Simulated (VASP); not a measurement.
Set up this calculation in VASP 6.6.1, as the native input.

```yaml
Task: single point
Functional: PBE
Potentials_or_basis: VASP PAW PBE potentials, release 64 (Al, H)
Cutoff: 520 eV
k_mesh: 6 × 6 × 1
Occupations: gaussian, width 0.1 eV
Spin: collinear spin
Starting_moments: "[0.0, 0.0, 0.0, 0.0, 0.0, 0.0, 0.0, 0.0, 0.0, 0.0, 0.0, 0.0, 1.0] μB"
Dipole_correction: yes
Further_INCAR_settings: ALGO = Normal; EDIFF = 1e-07; NBANDS = 34
```

The structure of Al12H lies in POSCAR:

```
Al12H
1.0
    5.7143028096      0.0000000000      0.0000000000
   -2.8571514048      4.9487313980      0.0000000000
    0.0000000000      0.0000000000     21.6016424764
Al H
12 1
Direct
    0.3333333333      0.1666666667      0.1851711047
    0.3333333333      0.6666666667      0.1851711047
    0.8333333333      0.1666666667      0.1851711047
    0.8333333333      0.6666666667      0.1851711047
    0.1666666667      0.3333333333      0.2916873740
    0.1666666667      0.8333333333      0.2916873740
    0.6666666667      0.3333333333      0.2916873740
    0.6666666667      0.8333333333      0.2916873740
    0.0000000000      0.0000000000      0.3981939098
    0.0000000000      0.5000000000      0.3981939098
    0.5000000000      0.0000000000      0.3981939098
    0.5000000000      0.5000000000      0.3981939098
    0.1666666667     -0.1666666667      0.3843060770
```

One way to write it, as run:

INCAR

```
PREC = Accurate
ENCUT = 520
EDIFF = 1E-7
ISMEAR = 0
SIGMA = 0.1
LREAL = F
LASPH = T
NELM = 150
ALGO = Normal
ISIF = 2
LWAVE = F
LCHARG = F
ISPIN = 2
MAGMOM = 0 0 0 0 0 0 0 0 0 0 0 0 1
LORBIT = 11
LDIPOL = T
IDIPOL = 3
DIPOL = 0.5 0.5 0.299
GGA = PE
NBANDS = 34
```

KPOINTS

```
Automatic mesh
0
Gamma
  6 6 1
```

Potentials or basis: VASP PAW PBE potentials, release 64 (Al, H).

Run with:

```sh
$ cat potpaw_PBE.64/Al/POTCAR potpaw_PBE.64/H/POTCAR > POTCAR
$ mpirun -np 1 vasp_std > vasp.out
```

Results of the run:

| Property | Result |
| --- | --- |
| Largest force | 1.411 eV/Å |
| Net moment | 0.00 μB per cell |
| Valence electrons inside the program's atomic spheres | Al 0.76, 0.78 (each value once); H 0.65 |

Wall time 6.4 min on 1 thread of AMD EPYC 9R45 96-Core Processor (Zen 5), with other jobs on the host, peak memory 0.89 GiB.
